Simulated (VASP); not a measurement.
# SnP2 (P6_3/mmc) in VASP: a series of runs, part 2 of 2

VASP 6.6.1.

### Step 3. Single point, PBE

This run uses another cell than the first one, of 21.42 Å³/atom, 1.137 times its volume.

INCAR

```
SYSTEM = SnP2
ALGO = Normal ; EDIFF = 1E-6
ENCUT = 520 ; GGA = PE
ISIF = 2 ; ISMEAR = 0
LASPH = .TRUE. ; LCHARG = .FALSE.
LREAL = .FALSE. ; LWAVE = .FALSE.
NBANDS = 33 ; NELM = 80
PREC = Accurate ; SIGMA = 0.1
```

KPOINTS

```
k-points
0
G
  6 6 2
  0 0 0
```

POSCAR

```
SnP2
1.0
    3.2878229482      0.0000000000      0.0000000000
   -1.6439114741      2.8473381963      0.0000000000
    0.0000000000      0.0000000000     13.7280518567
Sn P
2 4
Direct
    0.3333333333      0.6666666667      0.2500000000
    0.6666666667      0.3333333333      0.7500000000
    0.3333333333      0.6666666667      0.5461316367
    0.6666666667      0.3333333333      0.0461316367
    0.3333333333      0.6666666667      0.9538683633
    0.6666666667      0.3333333333      0.4538683633
```

Potentials or basis: VASP PAW PBE potentials, release 64 (Sn_d, P).

Command:

```
$ cat potpaw_PBE.64/Sn_d/POTCAR potpaw_PBE.64/P/POTCAR > POTCAR
$ mpirun -np 1 vasp_std > vasp.out
```

OUTCAR:

```text
SYSTEM = SnP2
   EDIFF = 1E-6
   ENCUT = 520
   GGA = PE
   ISIF = 2
   ISMEAR = 0
   LASPH = .TRUE.
   LREAL = .FALSE.
   NELM = 80
   PREC = Accurate

 ion  position               nearest neighbor table
   1  0.333  0.667  0.250-
   2  0.667  0.333  0.750-
   3  0.333  0.667  0.546-   6 2.28   6 2.28   6 2.28
   4  0.667  0.333  0.046-   5 2.28   5 2.28   5 2.28
   5  0.333  0.667  0.954-   4 2.28   4 2.28   4 2.28
   6  0.667  0.333  0.454-   3 2.28   3 2.28   3 2.28

  LATTYP: Found a hexagonal cell.
 ALAT       =     3.2878229482
 C/A-ratio  =     4.1754230909

  Lattice vectors:

 A1 = (   3.2878229482,   0.0000000000,   0.0000000000)
 A2 = (  -1.6439114741,   2.8473381963,   0.0000000000)
 A3 = (   0.0000000000,   0.0000000000,  13.7280518567)

Analysis of symmetry for initial positions (statically):
=====================================================================
 Subroutine PRICEL returns:
 Original cell was already a primitive cell.

 Routine SETGRP: Setting up the symmetry group for a
 hexagonal supercell.

 Subroutine GETGRP returns: Found 24 space group operations
 (whereof 12 operations were pure point group operations)
 out of a pool of 24 trial point group operations.

The static configuration has the point symmetry D_3d.
 The point group associated with its full space group is D_6h.

Analysis of symmetry for dynamics (positions and initial velocities):
=====================================================================
 Subroutine PRICEL returns:
 Original cell was already a primitive cell.

 Routine SETGRP: Setting up the symmetry group for a
 hexagonal supercell.

 Subroutine GETGRP returns: Found 24 space group operations
 (whereof 12 operations were pure point group operations)
 out of a pool of 24 trial point group operations.

The dynamic configuration has the point symmetry D_3d.
 The point group associated with its full space group is D_6h.

 Subroutine INISYM returns: Found 24 space group operations
 (whereof 12 operations are pure point group operations),
 and found     1 'primitive' translations

----------------------------------------------------------------------------------------

                                     Primitive cell

  volume of cell :     128.5158

  direct lattice vectors                    reciprocal lattice vectors
     3.287822948  0.000000000  0.000000000     0.304152631  0.175602603  0.000000000
    -1.643911474  2.847338196  0.000000000     0.000000000  0.351205207  0.000000000
     0.000000000  0.000000000 13.728051857     0.000000000  0.000000000  0.072843548

  length of vectors
     3.287822948  3.287822948 13.728051857     0.351205207  0.351205207  0.072843548

  position of ions in fractional coordinates (direct lattice)
     0.333333333  0.666666667  0.250000000
     0.666666667  0.333333333  0.750000000
     0.333333333  0.666666667  0.546131637
     0.666666667  0.333333333  0.046131637
     0.333333333  0.666666667  0.953868363
     0.666666667  0.333333333  0.453868363
[... 35 lines left out ...]

 Following reciprocal coordinates:
            Coordinates               Weight
  0.000000  0.000000  0.000000      1.000000
  0.166667 -0.000000  0.000000      6.000000
  0.333333  0.000000  0.000000      6.000000
  0.500000  0.000000  0.000000      3.000000
  0.166667  0.166667  0.000000      6.000000
  0.333333  0.166667  0.000000     12.000000
  0.333333  0.333333  0.000000      2.000000
  0.000000  0.000000  0.500000      1.000000
  0.166667 -0.000000  0.500000      6.000000
  0.333333  0.000000  0.500000      6.000000
  0.500000  0.000000  0.500000      3.000000
  0.166667  0.166667  0.500000      6.000000
  0.333333  0.166667  0.500000     12.000000
  0.333333  0.333333  0.500000      2.000000
   k-points           NKPTS =     14   k-points in BZ     NKDIM =     14   number of bands    NBANDS=     33
   number of dos      NEDOS =    301   number of ions     NIONS =      6
   total plane-waves  NPLWV =  62208
   dimension x,y,z NGX =    24 NGY =   24 NGZ =  108
   dimension x,y,z NGXF=    48 NGYF=   48 NGZF=  216
   ions per type =               2   4
   NGX,Y,Z   is equivalent  to a cutoff of  12.14, 12.14, 13.08 a.u.
   NGXF,Y,Z  is equivalent  to a cutoff of  24.27, 24.27, 26.16 a.u.
 SYSTEM =  SnP2
   PREC   = accura    normal or accurate (medium, high low for compatibility)
   ISTART =      0    job   : 0-new  1-cont  2-samecut
   ICHARG =      2    charge: 1-file 2-atom 10-const
   ISPIN  =      1    spin polarized calculation?
   LNONCOLLINEAR =      F non collinear calculations
   LSORBIT =      F    spin-orbit coupling
   LASPH  =      T    aspherical Exc in radial PAW
   ENCUT  =  520.0 eV  38.22 Ry    6.18 a.u.   6.11  6.11 25.53*2*pi/ulx,y,z
   NELM   =     80;   NELMIN=  2; NELMDL= -5     # of ELM steps
   EDIFF  = 0.1E-05   stopping-criterion for ELM
   LREAL  =      F    real-space projection
   EDIFFG = 0.1E-04   stopping-criterion for IOM
   NSW    =      0    number of steps for IOM
   IBRION =     -1    ionic relax: 0-MD 1-quasi-New 2-CG
   NFREE  =      0    steps in history (QN), initial steepest desc. (CG)
   ISIF   =      2    stress and relaxation
   ISYM   =      2    0-nonsym 1-usesym 2-fastsym
   POTIM  = 0.5000    time-step for ionic-motion
   TEBEG  =    0.0;   TEEND  =   0.0 temperature during run
   PSTRESS=    0.0 pullay stress
   NELECT =      48.0000    total number of electrons
   NUPDOWN=      -1.0000    fix difference up-down
   EMIN   =  10.00;   EMAX   =-10.00  energy-range for DOS
   EFERMI =   0.00;   METHOD = LEGACY
   ISMEAR =     0;   SIGMA  =   0.10  broadening in eV -4-tet -1-fermi 0-gaus
   EFERMI_NEDOS =   21; number of points for ismear=-14 and -15
   IALGO  =     38    algorithm
   IMIX   =      4    mixing-type and parameters
     AMIX     =   0.40;   BMIX     =  1.00
     AMIX_MAG =   1.60;   BMIX_MAG =  1.00
  volume/ion in A,a.u.               =      21.42       144.54
  Fermi-wavevector in a.u.,A,eV,Ry     =   1.178971  2.227932 18.911725  1.389973
  Thomas-Fermi vector in A             =   2.315290
   LORBIT       =      0    0 simple, 1 ext, 2 COOP (PROOUT), +10 PAW based schemes
   GGA     = PE    functional components
   LHFCALC =     F    Hartree Fock is set to
   AEXX    =    0.0000 exact exchange contribution
   IVDW    =     0    specifies the selected vdW correction
   LEPSILON=     F    determine dielectric tensor
   LRPA    =     F    only Hartree local field effects (RPA)
 non-spin polarized calculation
 Gauss-broadening in eV      SIGMA  =   0.10
  energy-cutoff  :      520.00
  volume of cell :      128.52
 maximum number of plane-waves:      3488
   NGX = 13   NGY = 13   NGZ = 51

 number of electron      48.0000017 magnetization

 Free energy of the ion-electron system (eV)
  ---------------------------------------------------
  ext. energy  EPLUGINS =         0.00000000
  ---------------------------------------------------
  free energy    TOTEN  =       -28.29130183 eV

  energy without entropy =      -28.26422089  energy(sigma->0) =      -28.27776136

 E-fermi :   7.6644     XC(G=0): -10.1920

 val. band max:        7.4951875880   @ k =   0.3333   0.0000   0.5000
 cond. band min:       7.6666982775   @ k =   0.3333   0.1667   0.5000
 fundamental gap:      0.1715106895
 Fermi energy:         7.6644002060

 k-point     1 :       0.0000    0.0000    0.0000
  band No.  band energies     occupation
      1     -14.2107      2.00000
      2     -14.2102      2.00000
      3     -14.1199      2.00000
      4     -14.1199      2.00000
      5     -14.1199      2.00000
      6     -14.1199      2.00000
[... 493 lines left out ...]
     32      11.1533      0.00000
     33      13.4733      0.00000

------------------------ aborting loop because EDIFF is reached ----------------------------------------

  FORCE on cell =-STRESS in cart. coord.  units (eV):
  Direction    XX          YY          ZZ          XY          YZ          ZX
  --------------------------------------------------------------------------------------
  -------------------------------------------------------------------------------------
  Total        0.0728017      0.0728017     -0.1839866      0.0000000     -0.0000000      0.0000000
  in kB        0.9076020      0.9076020     -2.2937202      0.0000000     -0.0000000      0.0000000
  external PRESSURE =      -0.1595054 kB  Pullay stress =       0.0000000 kB

 VOLUME and BASIS-vectors are now :
 -----------------------------------------------------------------------------
  energy-cutoff  :      520.00
  volume of cell :      128.52
      direct lattice vectors                 reciprocal lattice vectors
     3.287822948  0.000000000  0.000000000     0.304152631  0.175602603  0.000000000
    -1.643911474  2.847338196  0.000000000     0.000000000  0.351205207  0.000000000
     0.000000000  0.000000000 13.728051857     0.000000000  0.000000000  0.072843548

 POSITION                                       TOTAL-FORCE (eV/Angst)
 -----------------------------------------------------------------------------------
     -0.00000      1.89823      3.43201        -0.000000      0.000000      0.000000
      1.64391      0.94911     10.29604         0.000000     -0.000000      0.000000
     -0.00000      1.89823      7.49732         0.000000     -0.000000     -0.039916
      1.64391      0.94911      0.63330        -0.000000      0.000000     -0.039916
     -0.00000      1.89823     13.09475        -0.000000     -0.000000      0.039916
      1.64391      0.94911      6.23073         0.000000      0.000000      0.039916
 -----------------------------------------------------------------------------------
    total drift:                               -0.000000      0.000000      0.000000

  FREE ENERGIE OF THE ION-ELECTRON SYSTEM (eV)
  ---------------------------------------------------
  free  energy   TOTEN  =       -28.2913018300 eV

  energy  without entropy=      -28.2642208886  energy(sigma->0) =      -28.27776136
```

stdout:

```text
POSCAR found type information on POSCAR SnP
 POSCAR found :  2 types and       6 ions
 scaLAPACK will be used
 LDA part: xc-table for (Slater+PW92), standard interpolation
 POSCAR, INCAR and KPOINTS ok, starting setup
 FFT: planning ... GRIDC
 FFT: planning ... GRID_SOFT
 FFT: planning ... GRID
 WAVECAR not read
 entering main loop
```

It took 34 s on 1 thread of Intel Xeon Platinum 8488C (Sapphire Rapids), shared host; peak memory 0.25 GiB.

What came out:

```
Free energy            : -28.2913 eV
Pressure               : 0.0 GPa
Largest force          : 0.040 eV/Å
Band gap on the k mesh : zero (band 24 reaches 9.83 eV, above the bottom of band 25 at 6.43 eV)
```

Forces in eV/Å, atoms in the order of the input:
```
Sn   0.000  0.000  0.000
Sn   0.000  0.000  0.000
P    0.000  0.000 -0.040
P    0.000  0.000 -0.040
P    0.000  0.000  0.040
P    0.000  0.000  0.040
```

Stress tensor (GPa, compression positive):
```
 0.09  0.00  0.00
 0.00  0.09  0.00
 0.00  0.00 -0.23
```

Caveat: the k points lie up to 0.37 Å⁻¹ apart; spin-orbit coupling is left out, which moves the levels of the heavy elements.
